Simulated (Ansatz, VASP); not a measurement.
## Two plane-wave programs on TiMoSe4

```
CELL_PARAMETERS angstrom
6.18330 0.00000 0.00000
0.00000 6.18330 0.00000
0.00000 0.00000 3.27600
ATOMIC_POSITIONS crystal
Ti 0.00000 0.00000 0.00000
Mo 0.50000 0.50000 0.00000
Se 0.74830 0.74830 0.50000
Se 0.25170 0.25170 0.50000
Se 0.74830 0.25170 0.50000
Se 0.25170 0.74830 0.50000
```

Alike in both runs: functional PBE; k mesh 2 × 2 × 3; occupations gaussian, width 0.15 eV; collinear spin.

Ansatz relaxed the structure, and its values are those at the end. VASP's run is a single point on that final structure, the one shown.

|  | VASP | Ansatz |
| --- | --- | --- |
| version | VASP 6.6.1 | Ansatz 0.2.0 |
| potentials or method | VASP PAW PBE potentials, release 64 (Ti_sv, Mo_sv, Se), cutoff 520 eV | scalar-relativistic, plane waves, PAW |
| valence electrons in the cell | 50 | 90 |

```tsv
	VASP	Ansatz	Ansatz less VASP
gap on the k mesh at the Fermi level (eV)	none	none	-
pressure (GPa)	0.1	0.0	-0.11
rms of the force components (eV/Å)	0.004	0.004	-0.0001
net moment per atom (μB)	0.43	0.43	0.000
size of the moment on the site where the two differ most (μB)	1.70	1.54	-0.155
```

Site moments also hang on the region over which each program counts them. A gap of «none» marks a metal or a gap that the smearing closes. VASP's potentials hold 50 valence electrons a cell and Ansatz's 90, so a difference there can come from the potentials and not from the codes.

The k mesh is coarse, so the values compare programs but aren't converged.
